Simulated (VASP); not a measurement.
LiH:

```
Li H
1.0
     0.00000    1.92713    1.99847
     1.92713    0.00000    1.99847
     1.92713    1.92713    0.00000
Li H
1 1
Direct
  0.00000 0.00000 0.00000
  0.50000 0.50000 0.50000
```

This cell differs from its parent crystal: biaxial xy strain -3.6%.

Base run:

* Program: VASP 6.6.1
* Functional: r2SCAN
* Potentials or basis: VASP PAW PBE potentials, release 64 (Li_sv, H)
* Cutoff: 520 eV
* k mesh: 10 × 10 × 10
* Occupations: gaussian, width 0.01 eV
* Spin: no spin polarisation

Its results: band gap on the k mesh 3.08 eV, indirect (least direct gap 3.37 eV).

Task: The run is repeated on the same cell with these changes: functional from r2SCAN to HSE06; k mesh from 10 × 10 × 10 to 8 × 8 × 8. What comes out?

Result: Band gap on the k mesh 3.46 eV, indirect (least direct gap 3.78 eV).

Several settings changed at once, so the effect can't be laid on one alone.

A k mesh can miss the band edges.
